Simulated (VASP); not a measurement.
Runs of VASP 6.6.1 on MnRu. The structure is hexagonal, space group P-6m2 (No. 187). The conventional cell has a = 2.625 Å, b = 2.625 Å, c = 4.066 Å, α = 90.00°, β = 90.00°, γ = 120.00°. Mn (site symmetry -6m2) has 6 Ru at 2.54 Å and 6 Mn at 2.63 Å within 3.3 Å. Within 3.3 Å of Ru (site symmetry -6m2) lie 6 Mn at 2.54 Å and 6 Ru at 2.63 Å. 

```csv
spin,fixed moment (μB),pressure (GPa),moment (μB)
"collinear, ferromagnetic start",1.9,(b),1.90
"collinear, ferromagnetic start",2.9,9.8,2.90
"collinear, zero start",0.0,-10.3,0.00
"collinear, ferromagnetic start",1.0,-7.7,1.00
"collinear, ferromagnetic start",3.8,20.8,3.80
"collinear, ferromagnetic start",4.8,(a),4.80
```

Alike in all rows: task single point; level LDA; potentials or basis VASP PAW LDA potentials, release 64 (Mn_pv, Ru_pv); cell as given; k mesh 13 × 13 × 8; cutoff (eV) 520; smearing fermi-dirac 0.1 eV.

Question: Fill in the values left out.

Answer: (a) 34.5; (b) -1.0.

Caveats: the total moment is fixed, so each spin has its own Fermi level; the cell stands under pressure (at least some runs); the cell stands under tension (at least some runs).
